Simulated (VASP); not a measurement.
Set up this calculation in VASP 6.6.1, as the native input.

```
Task                   : single point
Functional             : PBE
Dispersion             : D3(BJ)
Potentials or basis    : VASP PAW PBE potentials, release 64 (As)
Cutoff                 : 520 eV
k mesh                 : 9 × 9 × 1
Occupations            : gaussian, width 0.02 eV
Spin                   : no spin polarisation
Dipole correction      : yes
Further INCAR settings : ALGO = Normal; EDIFF = 1e-07; NBANDS = 12
```

The structure of As lies in POSCAR:

```
As
1.0
    3.6930000000      0.0000000000      0.0000000000
   -1.8465000000      3.1982318162      0.0000000000
    0.0000000000      0.0000000000     28.5742413766
As
2
Direct
    0.3333333333      0.6666666667      0.4842865470
    0.6666666667      0.3333333333      0.5157134530
```

The input as run:

INCAR

```
PREC = Accurate
ENCUT = 520
EDIFF = 1E-7
ISMEAR = 0
SIGMA = 0.02
LREAL = False
LASPH = True
NELM = 60
ALGO = Normal
ISIF = 2
LWAVE = False
LCHARG = False
LDIPOL = True
IDIPOL = 3
DIPOL = 0.5 0.5 0.500
GGA = PE
IVDW = 12
NBANDS = 12
```

KPOINTS

```
Automatic mesh
0
Gamma
  9 9 1
```

Potentials or basis: VASP PAW PBE potentials, release 64 (As).

Launch:

```bash
$ cat potpaw_PBE.64/As/POTCAR > POTCAR
$ mpirun -np 1 vasp_std > vasp.out
```

It gave:

| Property | Result |
| --- | --- |
| Largest force | 3.793 eV/Å |
| Band gap on the k mesh | zero (bands 5 and 6 overlap by 0.14 eV) |
| Dispersion energy per atom | -0.203 eV |

Wall time 77 s on 1 thread of Intel(R) Xeon(R) Platinum 8259CL CPU @ 2.50GHz (Skylake/Cascade Lake) (shared host), peak memory 0.4 GiB.
